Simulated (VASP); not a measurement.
A run of VASP 6.6.1 is set up as follows.

The input INCAR:

```
ALGO = Normal
EDIFF = 1E-7
ENCUT = 520
GGA = PS
ISIF = 2
ISMEAR = -1
LASPH = True
LCHARG = True
LELF = True
LREAL = False
LVHAR = True
LWAVE = False
NBANDS = 14
NELM = 60
PREC = Accurate
SIGMA = 0.08
```

KPOINTS

```
k-points
0
Gamma
  9 9 9
```

File POSCAR:

```
Na
1.0
    0.0000000000      3.4432780124      3.4432780124
    3.4432780124      0.0000000000      3.4432780124
    3.4432780124      3.4432780124      0.0000000000
Na
2
Direct
   -0.1250000000     -0.1250000000     -0.1250000000
    0.1250000000      0.1250000000      0.1250000000
```

Potentials or basis: VASP PAW PBE potentials, release 64 (Na_pv).

The run is started by

```sh
$ cat potpaw_PBE.64/Na_pv/POTCAR > POTCAR
$ mpirun -np 1 vasp_std > vasp.out
```

Problem. Predict the band gap on the k mesh.

Solution. Zero (band 7 reaches 0.49 eV, above the bottom of band 8 at -0.30 eV).

Problem. Predict the pressure.

Solution. 1.2 GPa.

Caveat: the PAW data sets were made with another functional, which shifts forces and pressure a little.
